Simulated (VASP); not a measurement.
Input of a VASP 6.6.1 run:

File INCAR:

```
SYSTEM = Cd
ALGO = Fast
EDIFF = 1E-6
ENCUT = 520
ISIF = 2
ISMEAR = 0
LASPH = .True.
LCHARG = .True.
LELF = .True.
LREAL = .False.
LVHAR = .True.
LWAVE = .False.
NBANDS = 19
NELM = 60
PREC = Accurate
SIGMA = 0.15
```

KPOINTS

```
k-points
0
Gamma
  18 18 8
  0 0 0
```

POSCAR

```
Cd
1.0
    2.9788725081      0.0000000000      0.0000000000
   -1.4894362540      2.5797792666      0.0000000000
    0.0000000000      0.0000000000      5.6176500000
Cd
2
Direct
    0.3333333333      0.6666666667      0.2500000000
    0.6666666667      0.3333333333      0.7500000000
```

Potentials or basis: VASP PAW LDA potentials, release 64 (Cd).

The run is started by

```bash
$ cat potpaw_LDA.64/Cd/POTCAR > POTCAR
$ mpirun -np 1 vasp_std > vasp.out
```

(1) Predict the pressure.

(2) Estimate the band gap on the k mesh.

## Answers

(1) -3.9 GPa.

(2) zero (bands 12 and 13 overlap by 4.52 eV).

Caveat: the cell stands under tension.
